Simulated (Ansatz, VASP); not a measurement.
# One calculation of P, two programs

```
P
1.0
     1.65383   -5.49841    0.00000
     1.65383    5.49841    0.00000
     0.00000    0.00000    4.54689
P
4
Direct
  0.09551 0.90449 0.91181
  0.59551 0.40449 0.58819
  0.90449 0.09551 0.08819
  0.40449 0.59551 0.41181
```

Alike in both runs: task single point; functional r2SCAN; k mesh 10 × 10 × 7; no spin polarisation.

|  | VASP | Ansatz |
| --- | --- | --- |
| version | VASP 6.6.1 | Ansatz 0.2.0 |
| potentials or method | VASP PAW PBE potentials, release 64 (P), cutoff 520 eV | plane waves (500 eV) with PAW, scalar-relativistic |
| occupations | methfessel-paxton of order 1, width 0.01 eV | cold, width 0.01 eV |
| valence electrons in the cell | 20 | 20 |

```tsv
	VASP	Ansatz	Ansatz less VASP
pressure (GPa)	-0.7	-0.1	+0.63
traceless stress, the component that is largest in VASP (GPa)	0.38	0.28	-0.097
```

VASP's potentials were made for PBE, not for r2SCAN.
